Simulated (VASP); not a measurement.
The system is Mg3Sb2.

```
CELL_PARAMETERS angstrom
4.58200 0.00000 0.00000
-2.29100 3.96813 0.00000
0.00000 0.00000 7.24400
ATOMIC_POSITIONS crystal
Mg 0.33333 0.66667 0.63000
Mg 0.66667 0.33333 0.37000
Mg 0.00000 0.00000 0.00000
Sb 0.33333 0.66667 0.23500
Sb 0.66667 0.33333 0.76500
```

- Program: VASP 6.6.1
- Task: relaxation of cell and atoms
- Functional: LDA
- Potentials or basis: VASP PAW LDA potentials, release 64 (Mg, Sb)
- Cutoff: 600 eV
- k mesh: 6 × 6 × 4
- Occupations: fermi-dirac, width 0.02 eV
- Spin: no spin polarisation

At the start: pressure -2.0 GPa; volume 26.34 Å³/atom.

**Question.** Where does the relaxation end?

**Answer.** Over 8 steps the energy falls by 15.8 meV/atom and the volume is 24.95 Å³/atom (-5.3 %); space group P-3m1 (No. 164, to 0.1 Å) before and after.

The path:
```
step  energy change (eV)  largest force (eV/Å)  pressure (GPa)  volume (Å³)
   1              0.0000                0.3693           -1.99       131.71
   2             -0.0548                0.3851            0.07       125.58
   3             -0.0557                0.3871            0.39       124.75
   4             -0.0699                0.2255            0.21       124.75
   5             -0.0771                0.0353            0.01       124.76
   6             -0.0771                0.0380            0.00       124.76
   7             -0.0787                0.0123           -0.04       124.77
   8             -0.0788                0.0036           -0.05       124.77
```

Final structure:
```yaml
crystal:
  lattice:
    - [4.50296, 0.00000, 0.00000]
    - [-2.25148, 3.89968, 0.00000]
    - [0.00000, 0.00000, 7.10536]
  atoms:
    - { symbol: Mg, position: [0.33333, 0.66667, 0.63247] }
    - { symbol: Mg, position: [0.66667, 0.33333, 0.36753] }
    - { symbol: Mg, position: [0.00000, 0.00000, 0.00000] }
    - { symbol: Sb, position: [0.33333, 0.66667, 0.22406] }
    - { symbol: Sb, position: [0.66667, 0.33333, 0.77594] }
```
